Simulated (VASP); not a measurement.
# Ti12S: single point with PBE

System: Ti12S, a slab with vacuum.

```
Ti S
1.0
     5.87633    0.00000    0.00000
     0.00000    4.65047    0.00000
     0.00000    0.00000   21.28422
Ti S
12 1
Direct
  0.00000 0.75000 0.18793
  0.50000 0.75000 0.18793
  0.25000 0.25000 0.22778
  0.75000 0.25000 0.22778
  0.25000 0.75000 0.30748
  0.75000 0.75000 0.30748
  0.00000 0.25000 0.34613
  0.50000 0.25000 0.34613
  0.00000 0.75000 0.42207
  0.50000 0.75000 0.42207
  0.25000 0.25000 0.45969
  0.75000 0.25000 0.45969
  0.33333 0.25000 0.55748
```

| Quantity | Value |
| --- | --- |
| Program | VASP 6.6.1 |
| Task | single point |
| Functional | PBE |
| Potentials or basis | VASP PAW PBE potentials, release 64 (Ti_sv, S) |
| Cutoff | 520 eV |
| k mesh | 5 × 6 × 1 |
| Occupations | gaussian, width 0.1 eV |
| Spin | no spin polarisation |
| Dipole correction | yes |
| Further INCAR settings | ALGO = Normal; EDIFF = 1e-06; NBANDS = 87 |

The largest force is 1.226 eV/Å and the band gap on the k mesh is zero (bands 75 and 76 overlap by 0.24 eV).

Forces in eV/Å, atoms in the order of the input:
```
Ti  -0.021  0.000  0.288
Ti   0.022  0.000  0.303
Ti  -0.006  0.000  0.078
Ti  -0.008  0.000  0.070
Ti   0.016  0.000 -0.216
Ti   0.009  0.000 -0.427
Ti  -0.091  0.000 -0.082
Ti   0.107  0.000 -0.223
Ti  -0.156  0.000 -0.324
Ti   0.072  0.000  0.061
Ti  -0.107  0.000 -0.640
Ti  -0.471  0.000  1.132
S    0.635  0.000 -0.021
```

Levels at points of the mesh, in eV from the Fermi level:
| k point | band 72 | band 73 | band 74 | band 75 | band 76 | band 77 |
| --- | --- | --- | --- | --- | --- | --- |
| (0.00, 0.00, 0.00) | -0.54 | -0.40 | -0.18 | 0.14 | 0.34 | 0.34 |
| (0.00, 0.50, 0.00) | -0.40 | -0.14 | -0.11 | 0.04 | 0.19 | 0.26 |

Run time: 49 min on 1 thread of Intel(R) Xeon(R) Platinum 8259CL CPU @ 2.50GHz (Skylake/Cascade Lake) (shared host), peak memory 0.82 GiB.
